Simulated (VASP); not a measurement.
# AlNi (NiAs type) (P6_3/mmc) in VASP: a series of runs

AlNi (NiAs type) is run at these levels: PBE; tasks: single point.

Everything below comes from runs of VASP 6.6.1. Logs are shortened: lines on timing, memory, paths and dates and some standing lists are left out, and cuts for length are marked.

## Step 1: The cell of the first run

It takes space group P6_3/mmc (No. 194, hexagonal). The conventional cell has a = 3.401 Å, b = 3.401 Å, c = 4.916 Å, α = 90.00°, β = 90.00°, γ = 120.00°. Within 3.1 Å of Ni (site symmetry -3m) lie 6 Al at 2.32 Å and 2 Ni at 2.46 Å. Within 3.1 Å of Al (site symmetry -6m2) lie 6 Ni at 2.32 Å.

## Step 2: Single point, PBE

The input, INCAR:

```
SYSTEM = AlNi
ALGO     = Normal         ! electronic algorithm
EDIFF    = 1E-6           ! SCF threshold, eV
ENCUT    = 520            ! plane-wave cutoff, eV
GGA      = PE             ! functional
ISIF     = 2              ! what is computed and relaxed
ISMEAR   = -1             ! smearing method
LASPH    = .True.         ! aspherical terms in the spheres
LCHARG   = .False.        ! write CHGCAR
LREAL    = .False.        ! projectors in reciprocal space
LWAVE    = .False.        ! write WAVECAR
NBANDS   = 21             ! bands
NELM     = 60             ! most SCF steps
PREC     = Accurate       ! precision mode
SIGMA    = 0.05           ! smearing width, eV
```

The input, KPOINTS:

```
k-points
0
Gamma
  11 11 6
  0 0 0
```

The input, POSCAR:

```
AlNi
1.0
    3.4012288094      0.0000000000      0.0000000000
   -1.7006144047      2.9455505530      0.0000000000
    0.0000000000      0.0000000000      4.9156008888
Ni Al
2 2
Direct
    0.0000000000      0.0000000000      0.0000000000
    0.0000000000      0.0000000000      0.5000000000
    0.3333333333      0.6666666667      0.2500000000
    0.6666666667      0.3333333333      0.7500000000
```

Potentials or basis: VASP PAW PBE potentials, release 64 (Ni, Al).

Launch:

```
$ cat potpaw_PBE.64/Ni/POTCAR potpaw_PBE.64/Al/POTCAR > POTCAR
$ mpirun -np 1 vasp_std > vasp.out
```

OUTCAR:

```text
SYSTEM = AlNi
   EDIFF = 1E-6
   ENCUT = 520
   GGA = PE
   ISIF = 2
   ISMEAR = -1
   LASPH = .True.
   LREAL = .False.
   NELM = 60
   PREC = Accurate

 ion  position               nearest neighbor table
   1  0.000  0.000  0.000-   3 2.32   4 2.32   3 2.32   4 2.32   4 2.32   3 2.32   2 2.46   2 2.46

   2  0.000  0.000  0.500-   3 2.32   4 2.32   3 2.32   4 2.32   4 2.32   3 2.32   1 2.46   1 2.46

   3  0.333  0.667  0.250-   1 2.32   2 2.32   1 2.32   2 2.32   1 2.32   2 2.32   4 3.15   4 3.15
                             4 3.15   4 3.15   4 3.15   4 3.15
   4  0.667  0.333  0.750-   1 2.32   2 2.32   1 2.32   2 2.32   1 2.32   2 2.32   3 3.15   3 3.15
                             3 3.15   3 3.15   3 3.15   3 3.15

  LATTYP: Found a hexagonal cell.
 ALAT       =     3.4012288094
 C/A-ratio  =     1.4452426356

  Lattice vectors:

 A1 = (   3.4012288094,   0.0000000000,   0.0000000000)
 A2 = (  -1.7006144047,   2.9455505530,   0.0000000000)
 A3 = (   0.0000000000,   0.0000000000,   4.9156008888)

Analysis of symmetry for initial positions (statically):
=====================================================================
 Subroutine PRICEL returns:
 Original cell was already a primitive cell.

 Routine SETGRP: Setting up the symmetry group for a
 hexagonal supercell.

 Subroutine GETGRP returns: Found 24 space group operations
 (whereof 12 operations were pure point group operations)
 out of a pool of 24 trial point group operations.

The static configuration has the point symmetry D_3d.
 The point group associated with its full space group is D_6h.

Analysis of symmetry for dynamics (positions and initial velocities):
=====================================================================
 Subroutine PRICEL returns:
 Original cell was already a primitive cell.

 Routine SETGRP: Setting up the symmetry group for a
 hexagonal supercell.

 Subroutine GETGRP returns: Found 24 space group operations
 (whereof 12 operations were pure point group operations)
 out of a pool of 24 trial point group operations.

The dynamic configuration has the point symmetry D_3d.
 The point group associated with its full space group is D_6h.

 Subroutine INISYM returns: Found 24 space group operations
 (whereof 12 operations are pure point group operations),
 and found     1 'primitive' translations

----------------------------------------------------------------------------------------

                                     Primitive cell

  volume of cell :      49.2469

  direct lattice vectors                    reciprocal lattice vectors
     3.401228809  0.000000000  0.000000000     0.294011387  0.169747553  0.000000000
    -1.700614405  2.945550553  0.000000000     0.000000000  0.339495107  0.000000000
     0.000000000  0.000000000  4.915600889     0.000000000  0.000000000  0.203433929

  length of vectors
     3.401228809  3.401228809  4.915600889     0.339495107  0.339495107  0.203433929

  position of ions in fractional coordinates (direct lattice)
     0.000000000  0.000000000  0.000000000
     0.000000000  0.000000000  0.500000000
     0.333333333  0.666666667  0.250000000
     0.666666667  0.333333333  0.750000000

  ion indices of the primitive-cell ions
   primitive index   ion index
                 1           1
                 2           2
                 3           3
                 4           4

----------------------------------------------------------------------------------------

 KPOINTS: k-points

Automatic generation of k-mesh.
 Grid dimensions read from file:
 generate k-points for:   11   11    6

 Generating k-lattice:

  Cartesian coordinates                     Fractional coordinates (reciprocal lattice)
     0.026728308  0.015431596  0.000000000     0.090909091  0.000000000  0.000000000
     0.000000000  0.030863192  0.000000000     0.000000000  0.090909091  0.000000000
     0.000000000  0.000000000  0.033905655     0.000000000  0.000000000  0.166666667

  Length of vectors
     0.030863192  0.030863192  0.033905655

  Shift w.r.t. Gamma in fractional coordinates (k-lattice)
     0.000000000  0.000000000  0.000000000

 Subroutine IBZKPT returns following result:
 ===========================================

 Found     64 irreducible k-points:

 Following reciprocal coordinates:
            Coordinates               Weight
  0.000000  0.000000  0.000000      1.000000
  0.090909 -0.000000  0.000000      6.000000
  0.181818 -0.000000  0.000000      6.000000
  0.272727 -0.000000  0.000000      6.000000
  0.363636  0.000000  0.000000      6.000000
  0.454545 -0.000000  0.000000      6.000000
[... 16 lines left out ...]
  0.090909  0.090909  0.166667     12.000000
  0.181818  0.090909  0.166667     24.000000
 [... further k-points ...]
   k-points           NKPTS =     64   k-points in BZ     NKDIM =     64   number of bands    NBANDS=     21
   number of dos      NEDOS =    301   number of ions     NIONS =      4
   total plane-waves  NPLWV =  31360
   dimension x,y,z NGX =    28 NGY =   28 NGZ =   40
   dimension x,y,z NGXF=    56 NGYF=   56 NGZF=   80
   ions per type =               2   2
   NGX,Y,Z   is equivalent  to a cutoff of  13.69, 13.69, 13.53 a.u.
   NGXF,Y,Z  is equivalent  to a cutoff of  27.37, 27.37, 27.06 a.u.
 SYSTEM =  AlNi
   PREC   = accura    normal or accurate (medium, high low for compatibility)
   ISTART =      0    job   : 0-new  1-cont  2-samecut
   ICHARG =      2    charge: 1-file 2-atom 10-const
   ISPIN  =      1    spin polarized calculation?
   LNONCOLLINEAR =      F non collinear calculations
   LSORBIT =      F    spin-orbit coupling
   LASPH  =      T    aspherical Exc in radial PAW
   ENCUT  =  520.0 eV  38.22 Ry    6.18 a.u.   6.32  6.32  9.14*2*pi/ulx,y,z
   NELM   =     60;   NELMIN=  2; NELMDL= -5     # of ELM steps
   EDIFF  = 0.1E-05   stopping-criterion for ELM
   LREAL  =      F    real-space projection
   EDIFFG = 0.1E-04   stopping-criterion for IOM
   NSW    =      0    number of steps for IOM
   IBRION =     -1    ionic relax: 0-MD 1-quasi-New 2-CG
   NFREE  =      0    steps in history (QN), initial steepest desc. (CG)
   ISIF   =      2    stress and relaxation
   ISYM   =      2    0-nonsym 1-usesym 2-fastsym
   POTIM  = 0.5000    time-step for ionic-motion
   TEBEG  =    0.0;   TEEND  =   0.0 temperature during run
   PSTRESS=    0.0 pullay stress
   NELECT =      26.0000    total number of electrons
   NUPDOWN=      -1.0000    fix difference up-down
   EMIN   =  10.00;   EMAX   =-10.00  energy-range for DOS
   EFERMI =   0.00;   METHOD = LEGACY
   ISMEAR =    -1;   SIGMA  =   0.05  broadening in eV -4-tet -1-fermi 0-gaus
   EFERMI_NEDOS =   21; number of points for ismear=-14 and -15
   IALGO  =     38    algorithm
   IMIX   =      4    mixing-type and parameters
     AMIX     =   0.40;   BMIX     =  1.00
     AMIX_MAG =   1.60;   BMIX_MAG =  1.00
  volume/ion in A,a.u.               =      12.31        83.08
  Fermi-wavevector in a.u.,A,eV,Ry     =   1.323142  2.500375 23.819767  1.750703
  Thomas-Fermi vector in A             =   2.452771
   LORBIT       =      0    0 simple, 1 ext, 2 COOP (PROOUT), +10 PAW based schemes
   GGA     = PE    functional components
   LHFCALC =     F    Hartree Fock is set to
   AEXX    =    0.0000 exact exchange contribution
   IVDW    =     0    specifies the selected vdW correction
   LEPSILON=     F    determine dielectric tensor
   LRPA    =     F    only Hartree local field effects (RPA)
 non-spin polarized calculation
  energy-cutoff  :      520.00
  volume of cell :       49.25
 maximum number of plane-waves:      1350
 NGX is ok and might be reduce to    28
   NGX = 13   NGY = 13   NGZ = 19

 number of electron      25.9999989 magnetization

 Free energy of the ion-electron system (eV)
  ---------------------------------------------------
  ext. energy  EPLUGINS =         0.00000000
  ---------------------------------------------------
  free energy    TOTEN  =       -19.27007186 eV

  energy without entropy =      -19.25366153  energy(sigma->0) =      -19.26186669

 E-fermi :   9.3314     XC(G=0): -11.7975

 val. band max:        9.3301009607   @ k =   0.2727   0.2727   0.3333
 cond. band min:       9.3524048526   @ k =   0.2727   0.1818   0.5000
 fundamental gap:      0.0223038920
 Fermi energy:         9.3314430723

 k-point     1 :       0.0000    0.0000    0.0000
  band No.  band energies     occupation
      1      -1.2098      2.00000
      2       4.0108      2.00000
      3       4.8963      2.00000
      4       5.7876      2.00000
      5       6.0170      2.00000
      6       6.0170      2.00000
[... 13 lines left out ...]
     20      19.8644      0.00000
     21      19.8644      0.00000

 k-point     2 :       0.0909   -0.0000    0.0000
  band No.  band energies     occupation
      1      -1.0643      2.00000
      2       4.1476      2.00000
      3       4.8492      2.00000
      4       5.7853      2.00000
      5       6.0289      2.00000
      6       6.0846      2.00000
[... 13 lines left out ...]
     20      19.3604      0.00000
     21      19.8078      0.00000

 k-point     3 :       0.1818   -0.0000    0.0000
  band No.  band energies     occupation
      1      -0.6314      2.00000
      2       4.5468      2.00000
      3       4.7563      2.00000
      4       5.7639      2.00000
      5       6.0175      2.00000
      6       6.0413      2.00000
[... 13 lines left out ...]
     20      18.7265      0.00000
     21      20.0685      0.00000
[... 457 lines left out ...]
 k-point    23 :       0.0909    0.0909    0.1667
  band No.  band energies     occupation
      1      -0.6003      2.00000
      2       3.2170      2.00000
      3       5.6073      2.00000
      4       5.8727      2.00000
      5       6.1067      2.00000
      6       6.1883      2.00000
[... 13 lines left out ...]
     20      19.1717      0.00000
     21      19.9771      0.00000

 k-point    24 :       0.1818    0.0909    0.1667
  band No.  band energies     occupation
      1      -0.0325      2.00000
      2       3.6297      2.00000
      3       5.5240      2.00000
      4       5.8294      2.00000
      5       6.0098      2.00000
      6       6.0803      2.00000
[... 13 lines left out ...]
     20      19.0859      0.00000
     21      19.4292      0.00000

 [... further k-points ...]
[... 5 lines left out ...]
  --------------------------------------------------------------------------------------
  -------------------------------------------------------------------------------------
  Total        6.9952642      6.9952642      7.0414635      0.0000000      0.0000000      0.0000000
  in kB      227.5808727    227.5808727    229.0839009      0.0000000      0.0000000      0.0000000
  external PRESSURE =     228.0818821 kB  Pullay stress =       0.0000000 kB

 VOLUME and BASIS-vectors are now :
 -----------------------------------------------------------------------------
  energy-cutoff  :      520.00
  volume of cell :       49.25
      direct lattice vectors                 reciprocal lattice vectors
     3.401228809  0.000000000  0.000000000     0.294011387  0.169747553  0.000000000
    -1.700614405  2.945550553  0.000000000     0.000000000  0.339495107  0.000000000
     0.000000000  0.000000000  4.915600889     0.000000000  0.000000000  0.203433929

 POSITION                                       TOTAL-FORCE (eV/Angst)
 -----------------------------------------------------------------------------------
      0.00000      0.00000      0.00000        -0.000000      0.000000     -0.000000
      0.00000      0.00000      2.45780        -0.000000      0.000000     -0.000000
     -0.00000      1.96370      1.22890        -0.000000      0.000000     -0.000000
      1.70061      0.98185      3.68670         0.000000      0.000000      0.000000
 -----------------------------------------------------------------------------------
    total drift:                               -0.000000      0.000000     -0.000000

  FREE ENERGIE OF THE ION-ELECTRON SYSTEM (eV)
  ---------------------------------------------------
  free  energy   TOTEN  =       -19.2700718596 eV

  energy  without entropy=      -19.2536615276  energy(sigma->0) =      -19.26186669
```

Wall time 28 s (1 thread of Intel Xeon 6975P-C (Granite Rapids), shared host); peak memory 0.21 GiB.

Results:

```
Free energy            : -19.2701 eV
Pressure               : 22.8 GPa
Band gap on the k mesh : zero (band 13 reaches 13.78 eV, above the bottom of band 14 at 7.99 eV)
```

Stress tensor (GPa, compression positive):
```
22.76  0.00  0.00
 0.00 22.76  0.00
 0.00  0.00 22.91
```

## Step 3: Single point, PBE

The input, INCAR:

```
PREC = Accurate
ENCUT = 520
EDIFF = 1E-7
ISMEAR = -1
SIGMA = 0.05
LREAL = False
LASPH = True
NELM = 100
ALGO = Normal
ISIF = 2
LWAVE = False
LCHARG = False
GGA = PE
NBANDS = 21
```

The input, KPOINTS:

```
Automatic mesh
0
Gamma
  11 11 6
```

POSCAR is that of step 2.

Potentials or basis: VASP PAW PBE potentials, release 64 (Ni, Al).

Launch:

```
$ cat potpaw_PBE.64/Ni/POTCAR potpaw_PBE.64/Al/POTCAR > POTCAR
$ mpirun -np 1 vasp_std > vasp.out
```

Run time: 30 s. Hardware: 1 thread of Intel Xeon 6975P-C (Granite Rapids), shared host; peak memory 0.21 GiB.

The run converged. Its results:

```yaml
Free_energy: -19.2701 eV
Pressure: 22.8 GPa
Band_gap_on_the_k_mesh: zero (band 13 reaches 13.78 eV, above the bottom of band 14 at 7.99 eV)
```

Stress tensor (GPa, compression positive):
```
22.80  0.00  0.00
 0.00 22.80  0.00
 0.00  0.00 22.95
```

Levels at points of the mesh, in eV from the Fermi level:
| k point | band 11 | band 12 | band 13 | band 14 | band 15 | band 16 |
| --- | --- | --- | --- | --- | --- | --- |
| (0.00, 0.00, 0.00) | -1.35 | -1.35 | 0.67 | 4.90 | 4.90 | 7.66 |
| (0.00, 0.00, 0.50) | -2.23 | -2.23 | 4.43 | 4.43 | 7.20 | 7.20 |
